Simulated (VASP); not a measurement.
Write the native input for VASP 6.6.1 that does the following.

```yaml
Task: electric field gradients
Functional: PBE
Potentials_or_basis: VASP PAW PBE potentials, release 64 (Os)
Cutoff: 520 eV
k_mesh: 15 × 15 × 9
Occupations: fermi-dirac, width 0.05 eV
Spin: no spin polarisation
Dipole_correction: no
Further_INCAR_settings: ALGO = Normal; EDIFF = 1e-08; NBANDS = 15
```

The structure of Os lies in POSCAR:

```
Os
1.0
    2.7566968678      0.0000000000      0.0000000000
   -1.3783484340      2.3873695181      0.0000000000
    0.0000000000      0.0000000000      4.3554016190
Os
2
Direct
    0.3333333333      0.6666666667      0.2500000000
    0.6666666667      0.3333333333      0.7500000000
```

These files were run (other wordings do the same):

INCAR

```
SYSTEM = Os
PREC = Accurate ; ENCUT = 520
EDIFF = 1E-8 ; ISMEAR = -1
SIGMA = 0.05 ; LREAL = .False.
LASPH = .True. ; NELM = 80
ALGO = Normal ; ISIF = 2
LWAVE = .False. ; LCHARG = .False.
GGA = PE ; LEFG = .True.
NBANDS = 15
```

KPOINTS

```
regular mesh
0
Gamma
  15 15 9
  0 0 0
```

Potentials or basis: VASP PAW PBE potentials, release 64 (Os).

The run is started by

```sh
$ cat potpaw_PBE.64/Os/POTCAR > POTCAR
$ mpirun -np 1 vasp_std > vasp.out
```

Results of the run:

* Pressure: -1.8 GPa
* Band gap on the k mesh: zero (bands 8 and 9 overlap by 3.67 eV)
* Largest electric field gradient by atom: Os -75.7 V/Å²

Caveat: without QUAD_EFG the Cq values of the log hold for a quadrupole moment of 1 mb, not for the nuclei; spin-orbit coupling is left out, which moves the levels of the heavy elements.

It took 41 s on 1 thread of Intel(R) Xeon(R) Platinum 8259CL CPU @ 2.50GHz (Skylake/Cascade Lake), with other jobs on the host, peak memory 0.18 GiB.
